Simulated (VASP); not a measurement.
Ni:

```xyz
1
Lattice="-1.3837 1.3837 1.3837 1.3837 -1.3837 1.3837 1.3837 1.3837 -1.3837" Properties=species:S:1:pos:R:3 pbc="T T T"
Ni    0.0000    0.0000    0.0000
```

Base run:

| Property | Result |
| --- | --- |
| Program | VASP 6.6.1 |
| Functional | LDA |
| Potentials or basis | VASP PAW LDA potentials, release 64 (Ni) |
| Cutoff | 520 eV |
| k mesh | 17 × 17 × 17 |
| Occupations | fermi-dirac, width 0.05 eV |
| Spin | collinear spin, ferromagnetic start |
| Starting moments | [0.19] μB |
| Fixed moment | 0.19 μB |

Its results: pressure -11.7 GPa; site moments Ni +0.19 μB.

Q: The run is repeated on the same cell with these changes: fixed moment from 0.19 μB to 0.61 μB; moments at the start from [0.19] to [0.61]. What comes out?

A: Pressure -9.8 GPa; site moments Ni +0.61 μB.

Caveats: the total moment is fixed, so each spin has its own Fermi level.
